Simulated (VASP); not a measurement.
Here is a VASP 6.6.1 calculation.

INCAR

```
ALGO = Normal
EDIFF = 1E-6
ENCUT = 520
ISIF = 2
ISMEAR = 0
LASPH = True
LCHARG = False
LREAL = False
LWAVE = False
NBANDS = 21
NELM = 80
PREC = Accurate
SIGMA = 0.05
```

The input KPOINTS:

```
k-points
0
Gamma
  8 8 6
```

POSCAR

```
AlGaN2
1.0
    2.9595221457      0.0000000000      0.0000000000
    0.0000000000      2.9595221457      0.0000000000
    0.0000000000      0.0000000000      4.6035466767
Al Ga N
1 1 2
Direct
    0.5000000000      0.5000000000      0.5000000000
    0.0000000000      0.0000000000      0.0000000000
    0.5000000000      0.0000000000      0.7400513246
    0.0000000000      0.5000000000      0.2599486754
```

Potentials or basis: VASP PAW LDA potentials, release 64 (Al, Ga_d, N).

Launch:

```bash
$ cat potpaw_LDA.64/Al/POTCAR potpaw_LDA.64/Ga_d/POTCAR potpaw_LDA.64/N/POTCAR > POTCAR
$ mpirun -np 1 vasp_std > vasp.out
```

Task: What does it give for the pressure?

Result: 12.8 GPa.

Task: What does it give for the band gap on the k mesh?

Result: 2.91 eV, indirect (least direct gap 3.25 eV).

Task: What does it give for the largest force?

Result: 0.126 eV/Å.

Forces in eV/Å, atoms in the order of the input:
```
Al   0.000  0.000  0.000
Ga   0.000  0.000  0.000
N    0.000  0.000  0.126
N    0.000  0.000 -0.126
```

Caveat: the cell differs from its parent crystal (strain -0.050 along x and y, +0.050 along z). A k mesh can miss the band edges.
